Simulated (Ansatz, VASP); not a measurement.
## Two plane-wave programs on Pb

```
Pb
1.0
     3.50071    0.00000    0.00000
    -1.75036    3.03171    0.00000
     0.00000    0.00000   11.41809
Pb
4
Direct
  0.66667 0.33333 0.75000
  0.00000 0.00000 0.50000
  0.33333 0.66667 0.25000
  0.00000 0.00000 0.00000
```

Alike in both runs: task single point; functional PBE; k mesh 9 × 9 × 3; occupations fermi-dirac, width 0.05 eV; no spin polarisation.

```csv
,VASP,Ansatz
version,VASP 6.6.1,Ansatz 0.2.0
potentials or method,"VASP PAW PBE potentials, release 64 (Pb_d)",Ansatz PAW
plane-wave cutoff (eV),520,420
valence electrons in the cell,56,56
```

```tsv
	VASP	Ansatz	Ansatz less VASP
gap on the k mesh at the Fermi level (eV)	none	none	-
pressure (GPa)	2.2	2.2	+0.07
traceless stress, the component that is largest in VASP (GPa)	0.35	0.35	+0.003
```

A gap of «none» marks a metal or a gap that the smearing closes.

Neither program's run includes spin-orbit coupling.
